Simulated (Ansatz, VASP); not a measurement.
**PtS2: VASP beside Ansatz**

```
Pt S
1.0
     3.54874    0.00000    0.00000
    -1.77437    3.07330    0.00000
     0.00000    0.00000    5.59707
Pt S
1 2
Direct
  0.00000 0.00000 0.00000
  0.66667 0.33333 0.77966
  0.33333 0.66667 0.22034
```

Alike in both runs: task relaxation of cell and atoms; functional PBE; k mesh 9 × 9 × 6; occupations gaussian, width 0.02 eV; no spin polarisation.

|  | VASP | Ansatz |
| --- | --- | --- |
| version | VASP 6.6.1 | Ansatz 0.2.0 |
| potentials or method | VASP PAW PBE potentials, release 64 (Pt_sv_GW, S), cutoff 570 eV | scalar-relativistic, plane waves, PAW |
| valence electrons in the cell | 30 | 30 |

|  | VASP | Ansatz | Ansatz less VASP |
| --- | --- | --- | --- |
| gap on the k mesh at the Fermi level, each at its own relaxed structure (eV) | 1.26 | 1.55 | +0.288 |
| relaxed volume (Å³/atom) | 21.07 | 23.86 | +2.786 |
| relaxed length of the cell vector where the two differ most in proportion (Å) | 5.714 | 6.458 | +0.7448 |

One of these differences is far larger than is usual between the two programs; its cause wasn't traced. Ansatz's warnings: structure snapped to symmetry.

Spin-orbit coupling is off throughout.
